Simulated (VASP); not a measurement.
# LiF (Griceite) (Fm-3m) in VASP: further runs, part 2 of 2

VASP 6.6.1. Earlier steps stand in the parts before.

## Step 4: Single point, PBE

This run uses another cell than the first one, of 8.41 Å³/atom, 1.064 times its volume.

Contents of INCAR:

```
  ALGO = Normal
  EDIFF = 1E-7
  ENCUT = 520
  GGA = PE
  ISIF = 2
  ISMEAR = 0
  LASPH = True
  LCHARG = False
  LREAL = False
  LWAVE = False
  NBANDS = 12
  NELM = 100
  PREC = Accurate
  SIGMA = 0.02
```

Contents of KPOINTS:

```
k-points
0
Gamma
  10 10 10
```

Contents of POSCAR:

```
LiF
1.0
    0.0000000000      2.0335339274      2.0335339274
    2.0335339274      0.0000000000      2.0335339274
    2.0335339274      2.0335339274      0.0000000000
Li F
1 1
Direct
    0.0000000000      0.0000000000      0.0000000000
    0.5000000000      0.5000000000      0.5000000000
```

Run with:

```sh
> cat potpaw_PBE.64/Li_sv/POTCAR potpaw_PBE.64/F/POTCAR > POTCAR
> mpirun -np 1 vasp_std > vasp.out
```

It took 5.8 s on 1 thread of Intel Xeon Platinum 8488C (Sapphire Rapids), shared host; peak memory 0.13 GiB.

It converged, with:

```
Free energy            : -9.6409 eV
Band gap on the k mesh : 8.83 eV, direct
```

Levels at points of the mesh, in eV from the valence-band top:
```
           k point  band 3  band 4  band 5  band 6  band 7  band 8
(0.00, 0.00, 0.00)    0.00    0.00    0.00    8.83   23.59   23.59
(0.50, 0.00, 0.00)   -2.43   -0.22   -0.22   10.62   16.40   18.66
(0.50, 0.50, 0.00)   -2.88   -0.96   -0.96   14.54   16.33   17.10
```

Caveat: the cutoff is under 1.25 times the usual one of these potentials, so pressure, stress and relaxed cells hold a basis-set (Pulay) error. A k mesh can miss the band edges.

## Step 5: Single point, PBE

This run uses another cell than the first one, of 8.41 Å³/atom, 1.064 times its volume.

Contents of INCAR:

```
SYSTEM = LiF
PREC     = Accurate       ! precision mode
ENCUT    = 520            ! plane-wave cutoff, eV
EDIFF    = 1E-7           ! SCF threshold, eV
ISMEAR   = 0              ! smearing method
SIGMA    = 0.02           ! smearing width, eV
LREAL    = .False.        ! projectors in reciprocal space
LASPH    = .True.         ! aspherical terms in the spheres
NELM     = 60             ! most SCF steps
ALGO     = Normal         ! electronic algorithm
ISIF     = 2              ! what is computed and relaxed
LWAVE    = .False.        ! write WAVECAR
LCHARG   = .False.        ! write CHGCAR
GGA      = PE             ! functional
NBANDS   = 12             ! bands
```

Contents of KPOINTS:

```
regular mesh
0
Gamma
  10 10 10
  0 0 0
```

POSCAR is that of step 4.

Run with:

```sh
> cat potpaw_PBE.64/Li_sv/POTCAR potpaw_PBE.64/F/POTCAR > POTCAR
> mpirun -np 1 vasp_std > vasp.out
```

It took 6 s on 1 thread of Intel Xeon Platinum 8488C (Sapphire Rapids), shared host; peak memory 0.13 GiB.

Results (log left out):

* Free energy: -9.6409 eV
* Band gap on the k mesh: 8.83 eV, direct

Levels at points of the mesh, in eV from the valence-band top:
```
           k point  band 3  band 4  band 5  band 6  band 7  band 8
(0.00, 0.00, 0.00)    0.00    0.00    0.00    8.83   23.59   23.59
(0.50, 0.00, 0.00)   -2.43   -0.22   -0.22   10.62   16.40   18.66
(0.50, 0.50, 0.00)   -2.88   -0.96   -0.96   14.54   16.33   17.10
```

Caveat: the cutoff is under 1.25 times the usual one of these potentials, so pressure, stress and relaxed cells hold a basis-set (Pulay) error.

## Step 6: Single point, PBE (volume scaled by 1.03)

Contents of INCAR:

```
SYSTEM = LiF
  ALGO = Normal
  EDIFF = 1E-6
  ENCUT = 520
  GGA = PE
  ISIF = 2
  ISMEAR = 0
  LASPH = .True.
  LCHARG = .False.
  LREAL = .False.
  LWAVE = .False.
  NBANDS = 12
  NELM = 60
  PREC = Accurate
  SIGMA = 0.02
```

Contents of KPOINTS:

```
k-points
0
Gamma
  10 10 10
  0 0 0
```

Contents of POSCAR:

```
LiF
1.0
    0.0000000000      2.0536692361      2.0536692361
    2.0536692361      0.0000000000      2.0536692361
    2.0536692361      2.0536692361      0.0000000000
Li F
1 1
Direct
    0.0000000000      0.0000000000      0.0000000000
    0.5000000000      0.5000000000      0.5000000000
```

Potentials or basis: VASP PAW PBE potentials, release 64 (Li_sv, F).

Run with:

```sh
> cat potpaw_PBE.64/Li_sv/POTCAR potpaw_PBE.64/F/POTCAR > POTCAR
> mpirun -np 1 vasp_std > vasp.out
```

OUTCAR:

```text
SYSTEM = LiF
   EDIFF = 1E-6
   ENCUT = 520
   GGA = PE
   ISIF = 2
   ISMEAR = 0
   LASPH = .True.
   LREAL = .False.
   NELM = 60
   PREC = Accurate

 ion  position               nearest neighbor table
   1  0.000  0.000  0.000-   2 2.05   2 2.05   2 2.05   2 2.05   2 2.05   2 2.05
   2  0.500  0.500  0.500-   1 2.05   1 2.05   1 2.05   1 2.05   1 2.05   1 2.05

  LATTYP: Found a face centered cubic cell.
 ALAT       =     4.1073384722

  Lattice vectors:

 A1 = (   0.0000000000,   2.0536692361,   2.0536692361)
 A2 = (   2.0536692361,   0.0000000000,   2.0536692361)
[... 538 lines left out ...]
      8      16.5638      0.00000
      9      18.1636      0.00000
     10      19.2265      0.00000
     11      31.2430      0.00000
     12      32.5250      0.00000

 [... further k-points ...]
[... 5 lines left out ...]
  --------------------------------------------------------------------------------------
  -------------------------------------------------------------------------------------
  Total       -0.2473145     -0.2473145     -0.2473145      0.0000000     -0.0000000      0.0000000
  in kB      -22.8738143    -22.8738143    -22.8738143      0.0000000     -0.0000000      0.0000000
  external PRESSURE =     -22.8738143 kB  Pullay stress =       0.0000000 kB

 VOLUME and BASIS-vectors are now :
 -----------------------------------------------------------------------------
  energy-cutoff  :      520.00
  volume of cell :       17.32
      direct lattice vectors                 reciprocal lattice vectors
     0.000000000  2.053669236  2.053669236    -0.243466665  0.243466665  0.243466665
     2.053669236  0.000000000  2.053669236     0.243466665 -0.243466665  0.243466665
     2.053669236  2.053669236  0.000000000     0.243466665  0.243466665 -0.243466665

 POSITION                                       TOTAL-FORCE (eV/Angst)
 -----------------------------------------------------------------------------------
      0.00000      0.00000      0.00000         0.000000      0.000000     -0.000000
      2.05367      2.05367      2.05367        -0.000000     -0.000000      0.000000
 -----------------------------------------------------------------------------------
    total drift:                               -0.000000     -0.000000      0.000000

  FREE ENERGIE OF THE ION-ELECTRON SYSTEM (eV)
  ---------------------------------------------------
  free  energy   TOTEN  =        -9.6381177475 eV

  energy  without entropy=       -9.6381177475  energy(sigma->0) =       -9.63811775
```

OSZICAR:

```text
N       E                     dE             d eps       ncg     rms          rms(c)
DAV:   1     0.339272951821E+02    0.33927E+02   -0.53245E+03  1156   0.832E+02
DAV:   2    -0.891912170914E+01   -0.42846E+02   -0.41662E+02  1348   0.187E+02
DAV:   3    -0.101377734188E+02   -0.12187E+01   -0.12153E+01  1480   0.280E+01
DAV:   4    -0.101520073573E+02   -0.14234E-01   -0.14233E-01  1356   0.317E+00
DAV:   5    -0.101521880851E+02   -0.18073E-03   -0.18073E-03  1412   0.251E-01    0.455E+00
DAV:   6    -0.962665213827E+01    0.52554E+00   -0.26171E+00  1280   0.984E+00    0.144E+00
DAV:   7    -0.963087874718E+01   -0.42266E-02   -0.17422E-02  1504   0.116E+00    0.874E-01
DAV:   8    -0.963799578791E+01   -0.71170E-02   -0.16277E-02  1424   0.131E+00    0.116E-01
DAV:   9    -0.963802078738E+01   -0.24999E-04   -0.93710E-04  1328   0.272E-01    0.444E-02
DAV:  10    -0.963811396230E+01   -0.93175E-04   -0.15488E-04  1300   0.934E-02    0.132E-02
DAV:  11    -0.963811748998E+01   -0.35277E-05   -0.51262E-06  1476   0.220E-02    0.156E-03
DAV:  12    -0.963811774747E+01   -0.25749E-06   -0.63375E-07  1316   0.715E-03
   1 F= -.96381177E+01 E0= -.96381177E+01  d E =-.143579E-16
```

It took 5.3 s on 1 thread of Intel Xeon Platinum 8488C (Sapphire Rapids), shared host; peak memory 0.13 GiB.

Results:

| Quantity | Value |
| --- | --- |
| Free energy | -9.6381 eV |
| Band gap on the k mesh | 8.59 eV, direct |

Levels at points of the mesh, in eV from the valence-band top:
| k point | band 1 | band 2 | band 3 | band 4 | band 5 | band 6 | band 7 | band 8 | band 9 | band 10 |
| --- | --- | --- | --- | --- | --- | --- | --- | --- | --- | --- |
| (0.00, 0.00, 0.00) | -41.06 | -19.82 | 0.00 | 0.00 | 0.00 | 8.59 | 23.20 | 23.20 | 23.20 | 23.75 |
| (0.50, 0.00, 0.00) | -41.02 | -19.43 | -2.35 | -0.21 | -0.21 | 10.47 | 16.06 | 18.43 | 18.43 | 29.33 |
| (0.50, 0.50, 0.00) | -41.00 | -19.20 | -2.76 | -0.91 | -0.91 | 14.27 | 16.19 | 16.75 | 19.55 | 19.55 |

Caveat: the cell differs from its parent crystal (volume scaled by 1.03); the cutoff is under 1.25 times the usual one of these potentials, so pressure, stress and relaxed cells hold a basis-set (Pulay) error.

## Step 7: Summary

```tsv
cell	gap on the mesh (eV)
a = 2.817 Å, angles 60.0°, 2 atoms	9.39
a = 2.787 Å, angles 60.0°, 2 atoms	9.70
a = 2.876 Å, angles 60.0°, 2 atoms	8.83
a = 2.904 Å, angles 60.0°, 2 atoms	8.59
```

Alike in all rows: task single point; level PBE; potentials or basis VASP PAW PBE potentials, release 64 (Li_sv, F); no spin polarisation; k mesh 10 × 10 × 10; cutoff (eV) 520; smearing gaussian 0.02 eV.

Caveats: the cutoff is under 1.25 times the usual one of these potentials, so pressure, stress and relaxed cells hold a basis-set (Pulay) error.

Total energies depend on the potentials used, so only differences within one code and one set of settings carry meaning.
